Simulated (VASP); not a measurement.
# MnO (I4/mmm) in VASP: single point with PBE

Aim: the single point of MnO with PBE.

Everything below comes from runs of VASP 6.6.1. Logs are shortened: lines on timing, memory, paths and dates and some standing lists are left out, and cuts for length are marked.

## Step 1: The cell of the first run

The structure is tetragonal, space group I4/mmm (No. 139). The conventional cell has a = 3.231 Å, b = 3.231 Å, c = 4.204 Å, α = 90.00°, β = 90.00°, γ = 90.00°. Within 2.8 Å of Mn (site symmetry 4/mmm) lie 6 O at 2.10 to 2.28 Å. Within 2.8 Å of O (site symmetry 4/mmm) lie 6 Mn at 2.10 to 2.28 Å.

## Step 2: Single point, PBE, collinear spin, ferromagnetic start

INCAR reads:

```
PREC     = Accurate       # precision mode
ENCUT    = 520            # plane-wave cutoff, eV
EDIFF    = 1E-7           # SCF threshold, eV
ISMEAR   = 0              # smearing method
SIGMA    = 0.15           # smearing width, eV
LREAL    = False          # projectors in reciprocal space
LASPH    = True           # aspherical terms in the spheres
NELM     = 150            # most SCF steps
ALGO     = Normal         # electronic algorithm
ISIF     = 2              # what is computed and relaxed
LWAVE    = False          # write WAVECAR
LCHARG   = True           # write CHGCAR
ISPIN    = 2              # spin polarisation
MAGMOM   = 4.46 0.26      # initial moments
LORBIT   = 11             # projections on sites
LMAXMIX  = 4              # l up to which the mixer works
GGA      = PE             # functional
LELF     = True           # ELF
LVHAR    = True         
NBANDS   = 20             # bands
```

KPOINTS reads:

```
regular mesh
0
Gamma
  20 20 20
```

POSCAR reads:

```
MnO
1.0
    0.0000000000      2.2846242318      2.1018542933
    2.2846242318      0.0000000000      2.1018542933
    2.2846242318      2.2846242318      0.0000000000
Mn O
1 1
Direct
    0.0000000000      0.0000000000      0.0000000000
    0.5000000000      0.5000000000      0.5000000000
```

Potentials or basis: VASP PAW PBE potentials, release 64 (Mn_pv, O).

Run with:

```console
> cat potpaw_PBE.64/Mn_pv/POTCAR potpaw_PBE.64/O/POTCAR > POTCAR
> mpirun -np 1 vasp_std > vasp.out
```

OUTCAR:

```text
PREC = Accurate
   ENCUT = 520
   EDIFF = 1E-7
   ISMEAR = 0
   LREAL = False
   LASPH = True
   NELM = 150
   ISIF = 2
   ISPIN = 2
   LORBIT = 11
   GGA = PE

 ion  position               nearest neighbor table
   1  0.000  0.000  0.000-   2 2.10   2 2.10   2 2.28   2 2.28   2 2.28   2 2.28
   2  0.500  0.500  0.500-   1 2.10   1 2.10   1 2.28   1 2.28   1 2.28   1 2.28

  LATTYP: Found a body centered tetragonal cell.
 ALAT       =     3.2309465735
 C/A-ratio  =     1.3010764774

  Lattice vectors:

 A1 = (   0.0000000000,  -2.2846242318,  -2.1018542933)
 A2 = (   0.0000000000,   2.2846242318,  -2.1018542933)
 A3 = (   2.2846242318,   0.0000000000,   2.1018542933)

Analysis of symmetry for initial positions (statically):
=====================================================================
 Subroutine PRICEL returns:
 Original cell was already a primitive cell.

 Routine SETGRP: Setting up the symmetry group for a
 body centered tetragonal supercell.

 Subroutine GETGRP returns: Found 16 space group operations
 (whereof 16 operations were pure point group operations)
 out of a pool of 16 trial point group operations.

The static configuration has the point symmetry D_4h.

Analysis of symmetry for dynamics (positions and initial velocities):
=====================================================================
 Subroutine PRICEL returns:
 Original cell was already a primitive cell.

 Routine SETGRP: Setting up the symmetry group for a
 body centered tetragonal supercell.

 Subroutine GETGRP returns: Found 16 space group operations
 (whereof 16 operations were pure point group operations)
 out of a pool of 16 trial point group operations.

The dynamic configuration has the point symmetry D_4h.

Analysis of structural, dynamic, and magnetic symmetry:
=====================================================================
 Subroutine PRICEL returns:
 Original cell was already a primitive cell.

 Routine SETGRP: Setting up the symmetry group for a
 body centered tetragonal supercell.

 Subroutine GETGRP returns: Found 16 space group operations
 (whereof 16 operations were pure point group operations)
 out of a pool of 16 trial point group operations.

The overall configuration has the point symmetry D_4h.

 Subroutine INISYM returns: Found 16 space group operations
 (whereof 16 operations are pure point group operations),
 and found     1 'primitive' translations

----------------------------------------------------------------------------------------

                                     Primitive cell

  volume of cell :      21.9413

  direct lattice vectors                    reciprocal lattice vectors
     0.000000000  2.284624232  2.101854293    -0.218854371  0.218854371  0.237885186
     2.284624232  0.000000000  2.101854293     0.218854371 -0.218854371  0.237885186
     2.284624232  2.284624232  0.000000000     0.218854371  0.218854371 -0.237885186

  length of vectors
     3.104399999  3.104399999  3.230946574     0.390363720  0.390363720  0.390363720

  position of ions in fractional coordinates (direct lattice)
     0.000000000  0.000000000  0.000000000
     0.500000000  0.500000000  0.500000000

  ion indices of the primitive-cell ions
   primitive index   ion index
                 1           1
                 2           2

----------------------------------------------------------------------------------------

 KPOINTS: regular mesh

Automatic generation of k-mesh.
 Grid dimensions read from file:
 generate k-points for:   20   20   20

 Generating k-lattice:

  Cartesian coordinates                     Fractional coordinates (reciprocal lattice)
    -0.010942719  0.010942719  0.011894259     0.050000000  0.000000000  0.000000000
     0.010942719 -0.010942719  0.011894259     0.000000000  0.050000000  0.000000000
     0.010942719  0.010942719 -0.011894259     0.000000000  0.000000000  0.050000000

  Length of vectors
     0.019518186  0.019518186  0.019518186

  Shift w.r.t. Gamma in fractional coordinates (k-lattice)
     0.000000000  0.000000000  0.000000000

 Subroutine IBZKPT returns following result:
 ===========================================

 Found    641 irreducible k-points:

 Following reciprocal coordinates:
            Coordinates               Weight
  0.000000  0.000000  0.000000      1.000000
  0.050000 -0.000000  0.000000      8.000000
  0.100000  0.000000  0.000000      8.000000
  0.150000 -0.000000  0.000000      8.000000
  0.200000  0.000000  0.000000      8.000000
  0.250000  0.000000  0.000000      8.000000
[... 16 lines left out ...]
 -0.400000  0.050000  0.000000      8.000000
 -0.350000  0.050000  0.000000      8.000000
 [... further k-points ...]
   k-points           NKPTS =    641   k-points in BZ     NKDIM =    641   number of bands    NBANDS=     20
   number of dos      NEDOS =    301   number of ions     NIONS =      2
   total plane-waves  NPLWV =  13824
   dimension x,y,z NGX =    24 NGY =   24 NGZ =   24
   dimension x,y,z NGXF=    48 NGYF=   48 NGZF=   48
   ions per type =               1   1
   NGX,Y,Z   is equivalent  to a cutoff of  12.85, 12.85, 12.35 a.u.
   NGXF,Y,Z  is equivalent  to a cutoff of  25.70, 25.70, 24.70 a.u.
 SYSTEM =  unknown system
   PREC   = accura    normal or accurate (medium, high low for compatibility)
   ISTART =      0    job   : 0-new  1-cont  2-samecut
   ICHARG =      2    charge: 1-file 2-atom 10-const
   ISPIN  =      2    spin polarized calculation?
   LNONCOLLINEAR =      F non collinear calculations
   LSORBIT =      F    spin-orbit coupling
   LASPH  =      T    aspherical Exc in radial PAW
   ENCUT  =  520.0 eV  38.22 Ry    6.18 a.u.   5.77  5.77  6.01*2*pi/ulx,y,z
   NELM   =    150;   NELMIN=  2; NELMDL= -5     # of ELM steps
   EDIFF  = 0.1E-06   stopping-criterion for ELM
   LREAL  =      F    real-space projection
   EDIFFG = 0.1E-05   stopping-criterion for IOM
   NSW    =      0    number of steps for IOM
   IBRION =     -1    ionic relax: 0-MD 1-quasi-New 2-CG
   NFREE  =      0    steps in history (QN), initial steepest desc. (CG)
   ISIF   =      2    stress and relaxation
   ISYM   =      2    0-nonsym 1-usesym 2-fastsym
   POTIM  = 0.5000    time-step for ionic-motion
   TEBEG  =    0.0;   TEEND  =   0.0 temperature during run
   PSTRESS=    0.0 pullay stress
   NELECT =      19.0000    total number of electrons
   NUPDOWN=      -1.0000    fix difference up-down
   EMIN   =  10.00;   EMAX   =-10.00  energy-range for DOS
   EFERMI =   0.00;   METHOD = LEGACY
   ISMEAR =     0;   SIGMA  =   0.15  broadening in eV -4-tet -1-fermi 0-gaus
   EFERMI_NEDOS =   21; number of points for ismear=-14 and -15
   IALGO  =     38    algorithm
   IMIX   =      4    mixing-type and parameters
     AMIX     =   0.40;   BMIX     =  1.00
     AMIX_MAG =   1.60;   BMIX_MAG =  1.00
  volume/ion in A,a.u.               =      10.97        74.03
  Fermi-wavevector in a.u.,A,eV,Ry     =   1.560410  2.948747 33.128533  2.434878
  Thomas-Fermi vector in A             =   2.663626
   LORBIT       =     11    0 simple, 1 ext, 2 COOP (PROOUT), +10 PAW based schemes
   GGA     = PE    functional components
   LHFCALC =     F    Hartree Fock is set to
   AEXX    =    0.0000 exact exchange contribution
   IVDW    =     0    specifies the selected vdW correction
   LEPSILON=     F    determine dielectric tensor
   LRPA    =     F    only Hartree local field effects (RPA)
 spin polarized calculation
 Gauss-broadening in eV      SIGMA  =   0.15
  energy-cutoff  :      520.00
  volume of cell :       21.94
 maximum number of plane-waves:       608
   NGX = 11   NGY = 11   NGZ = 13

 number of electron      18.9999997 magnetization       4.7171824

 Free energy of the ion-electron system (eV)
  ---------------------------------------------------
  ext. energy  EPLUGINS =         0.00000000
  ---------------------------------------------------
  free energy    TOTEN  =       -16.39954705 eV

  energy without entropy =      -16.39139324  energy(sigma->0) =      -16.39547014

 E-fermi :   7.6155     XC(G=0): -11.8654

 val. band max:        7.6110283310   @ k =   0.5000   0.3000   0.0000
 cond. band min:       7.6166399337   @ k =  -0.3500   0.5000   0.1500
 fundamental gap:      0.0056116027
 Fermi energy:         7.6155173666

 spin component 1

 k-point     1 :       0.0000    0.0000    0.0000
  band No.  band energies     occupation
      1     -42.8161      1.00000
      2     -42.8161      1.00000
      3     -42.7979      1.00000
      4     -12.7843      1.00000
      5       3.6379      1.00000
      6       3.8123      1.00000
[... 12 lines left out ...]
     19      26.3381      0.00000
     20      29.0120      0.00000

 k-point     2 :       0.0500   -0.0000    0.0000
  band No.  band energies     occupation
      1     -42.8170      1.00000
      2     -42.8164      1.00000
      3     -42.7986      1.00000
      4     -12.7625      1.00000
      5       3.4240      1.00000
      6       3.5531      1.00000
[... 498 lines left out ...]
 k-point    24 :      -0.3500    0.0500    0.0000
  band No.  band energies     occupation
      1     -42.8632      1.00000
      2     -42.8263      1.00000
      3     -42.8087      1.00000
      4     -11.9796      1.00000
      5      -0.1576      1.00000
      6       1.6123      1.00000
[... 12 lines left out ...]
     19      28.7890      0.00000
     20      30.5456      0.00000

 [... further k-points ...]

 spin component 2

 k-point     1 :       0.0000    0.0000    0.0000
  band No.  band energies     occupation
      1     -38.2370      1.00000
      2     -38.1795      1.00000
      3     -38.1795      1.00000
      4     -12.3468      1.00000
      5       3.9491      1.00000
      6       4.2328      1.00000
[... 12 lines left out ...]
     19      28.6837      0.00000
     20      30.3995      0.00000

 k-point     2 :       0.0500   -0.0000    0.0000
  band No.  band energies     occupation
      1     -38.2380      1.00000
      2     -38.1807      1.00000
      3     -38.1799      1.00000
      4     -12.3255      1.00000
      5       3.8477      1.00000
      6       4.1108      1.00000
[... 498 lines left out ...]
 k-point    24 :      -0.3500    0.0500    0.0000
  band No.  band energies     occupation
      1     -38.2827      1.00000
      2     -38.2073      1.00000
      3     -38.1919      1.00000
      4     -11.5672      1.00000
      5       0.7064      1.00000
      6       2.7385      1.00000
[... 12 lines left out ...]
     19      29.9893      0.00000
     20      31.5651      0.00000

 [... further k-points ...]
[... 5 lines left out ...]
  --------------------------------------------------------------------------------------
  -------------------------------------------------------------------------------------
  Total       -0.0764747     -0.0764747      0.4925401      0.0000000     -0.0000000      0.0000000
  in kB       -5.5842662     -5.5842662     35.9658226      0.0000000     -0.0000000      0.0000000
  external PRESSURE =       8.2657634 kB  Pullay stress =       0.0000000 kB

 VOLUME and BASIS-vectors are now :
 -----------------------------------------------------------------------------
  energy-cutoff  :      520.00
  volume of cell :       21.94
      direct lattice vectors                 reciprocal lattice vectors
     0.000000000  2.284624232  2.101854293    -0.218854371  0.218854371  0.237885186
     2.284624232  0.000000000  2.101854293     0.218854371 -0.218854371  0.237885186
     2.284624232  2.284624232  0.000000000     0.218854371  0.218854371 -0.237885186

 POSITION                                       TOTAL-FORCE (eV/Angst)
 -----------------------------------------------------------------------------------
      0.00000      0.00000      0.00000         0.000000      0.000000      0.000000
      2.28462      2.28462      2.10185        -0.000000     -0.000000     -0.000000
 -----------------------------------------------------------------------------------
    total drift:                                0.000000     -0.000000     -0.000000

  FREE ENERGIE OF THE ION-ELECTRON SYSTEM (eV)
  ---------------------------------------------------
  free  energy   TOTEN  =       -16.3995470474 eV

  energy  without entropy=      -16.3913932425  energy(sigma->0) =      -16.39547014

 total charge

# of ion       s       p       d       tot
------------------------------------------
    1        0.208   6.181   4.983  11.372
    2        1.561   3.419   0.000   4.980
--------------------------------------------------
tot          1.769   9.600   4.983  16.353

 magnetization (x)

# of ion       s       p       d       tot
------------------------------------------
    1        0.036   0.025   4.222   4.283
    2        0.029   0.170   0.000   0.200
--------------------------------------------------
tot          0.066   0.195   4.222   4.483
```

Run time: 3.4 min. Hardware: 1 thread of Intel Xeon 6975P-C (Granite Rapids), shared host; peak memory 0.48 GiB.

Results:

```yaml
Free_energy: -16.3995 eV
Pressure: 0.8 GPa
Net_moment: 4.72 μB per cell
Site_moments: Mn +4.28; O +0.20 μB
Valence_electrons_inside_the_program's_atomic_spheres: Mn 11.37; O 4.98
```

Caveat: a cell with one magnetic atom can't hold antiferromagnetic order, which such compounds often take; semilocal functionals often make such compounds metallic where correlation or magnetic order opens a gap, which also shifts bond lengths.
